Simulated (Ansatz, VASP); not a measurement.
## Two plane-wave programs on SrCl2

```
Sr Cl
1.0
     4.17032    0.00000    0.00000
     0.00000    3.81167    3.94692
     0.00000   -3.81167    3.94692
Sr Cl
1 2
Direct
  0.00000 0.72948 0.72948
  0.50000 0.96987 0.96987
  0.50000 0.48877 0.48877
```

Alike in both runs: functional PBE; k mesh 3 × 3 × 3; occupations gaussian, width 0.15 eV; no spin polarisation.

Ansatz relaxed the structure, and its values are those at the end. VASP's run is a single point on that final structure, the one shown.

|  | VASP | Ansatz |
| --- | --- | --- |
| version | VASP 6.6.1 | Ansatz 0.2.0 |
| potentials or method | VASP PAW PBE potentials, release 64 (Sr_sv, Cl), cutoff 500 eV | scalar-relativistic, plane waves, PAW |
| valence electrons in the cell | 24 | 24 |

Ansatz gave:

- gap on the k mesh at the Fermi level (eV): 4.00
- least direct gap on the mesh (eV): 4.08
- pressure (GPa): 0.0
- rms of the force components (eV/Å): 0.003

Question: Which values does VASP return?

Answer: gap on the k mesh at the Fermi level (eV): 3.99; least direct gap on the mesh (eV): 4.08; pressure (GPa): 0.1; rms of the force components (eV/Å): 0.012.

The k mesh is coarse, so the values compare programs but aren't converged.
